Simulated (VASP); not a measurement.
Crystal: Mg.

```
Mg
1.0
     3.20930    0.00000    0.00000
    -1.60465    2.77934    0.00000
     0.00000    0.00000    5.21030
Mg
2
Direct
  0.33333 0.66667 0.25000
  0.66667 0.33333 0.75000
```

| Quantity | Value |
| --- | --- |
| Program | VASP 6.6.1 |
| Task | relaxation of volume and atoms at fixed shape |
| Functional | PBEsol |
| Potentials or basis | VASP PAW PBE potentials, release 64 (Mg) |
| Cutoff | 600 eV |
| k mesh | 17 × 17 × 9 |
| Occupations | fermi-dirac, width 0.1 eV |
| Spin | no spin polarisation |

At the start: pressure -1.1 GPa; volume 23.24 Å³/atom.

Problem. How do energy, volume and symmetry change on relaxing?

Solution. Over 3 steps the energy falls by 2.6 meV/atom and the volume is 22.52 Å³/atom (-3.1 %); space group P6_3/mmc (No. 194, to 0.1 Å) before and after.

The path:
```
step  energy change (eV)  largest force (eV/Å)  pressure (GPa)  volume (Å³)
   1              0.0000                0.0000           -1.12        46.47
   2             -0.0049                0.0000           -0.30        45.39
   3             -0.0052                0.0000            0.00        45.03
```

Final structure:
```
Mg
1.0
     3.17571    0.00000    0.00000
    -1.58785    2.75024    0.00000
     0.00000    0.00000    5.15576
Mg
2
Direct
  0.33333 0.66667 0.25000
  0.66667 0.33333 0.75000
```

Caveat: the PAW data sets were made with another functional, which shifts forces and pressure a little.
